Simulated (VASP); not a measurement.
## Mg: relaxation of cell and atoms with r2SCAN

The system is Mg.

```xyz
2
Lattice="3.1922 0.0000 0.0000 -1.5961 2.7645 0.0000 0.0000 0.0000 5.1065" Properties=species:S:1:pos:R:3 pbc="T T T"
Mg    0.0000    1.8430    1.2766
Mg    1.5961    0.9215    3.8299
```

```
Program                : VASP 6.6.1
Task                   : relaxation of cell and atoms
Functional             : r2SCAN
Potentials or basis    : VASP PAW PBE potentials, release 64 (Mg)
Cutoff                 : 600 eV
k mesh                 : 15 × 15 × 8
Occupations            : fermi-dirac, width 0.15 eV
Spin                   : no spin polarisation
Dipole correction      : no
Further INCAR settings : ALGO = Normal; EDIFF = 1e-06; IBRION = 2; EDIFFG = -0.001; NSW = 80; ISIF = 3
```

```yaml
Relaxed_volume: 22.46 Å³/atom
Relaxed_cell: a = 3.183 Å, b = 3.183 Å, c = 5.118 Å, α = 90.00°, β = 90.00°, γ = 120.00°
Space_group_after_relaxing_to_0.1_Å: P6_3/mmc (No. 194)
Energy_gained_by_relaxing: 0.1 meV/atom
Ionic_steps: 6
Pressure_after_relaxing: 0.0 GPa
Band_gap_on_the_k_mesh: zero (bands 2 and 3 overlap by 2.02 eV)
```

The path:
| step | energy change (eV) | largest force (eV/Å) | pressure (GPa) | volume (Å³) |
| --- | --- | --- | --- | --- |
| 1 | 0.0000 | 0.0000 | -0.13 | 45.07 |
| 2 | -0.0002 | 0.0000 | -0.03 | 44.95 |
| 3 | -0.0002 | 0.0000 | 0.03 | 44.89 |
| 4 | -0.0002 | 0.0000 | 0.05 | 44.86 |
| 5 | -0.0002 | 0.0000 | 0.02 | 44.90 |
| 6 | -0.0002 | 0.0000 | 0.00 | 44.92 |

Final structure:
```yaml
crystal:
  lattice:
    - [3.18335, 0.00000, 0.00000]
    - [-1.59168, 2.75686, 0.00000]
    - [0.00000, 0.00000, 5.11822]
  atoms:
    - { symbol: Mg, position: [0.33333, 0.66667, 0.25000] }
    - { symbol: Mg, position: [0.66667, 0.33333, 0.75000] }
```

Levels at points of the mesh, in eV from the Fermi level:
| k point | band 1 | band 2 | band 3 | band 4 | band 5 |
| --- | --- | --- | --- | --- | --- |
| (0.00, 0.00, 0.00) | -7.49 | -1.89 | -1.10 | 11.72 | 11.72 |
| (0.00, 0.00, 0.50) | -5.97 | -5.97 | 5.62 | 5.62 | 12.50 |

It took 2.6 min on 1 thread of Intel(R) Xeon(R) 6975P-C (Granite Rapids), on a shared host, peak memory 0.22 GiB.

Caveat: the PAW data sets were made with another functional, which shifts forces and pressure a little.
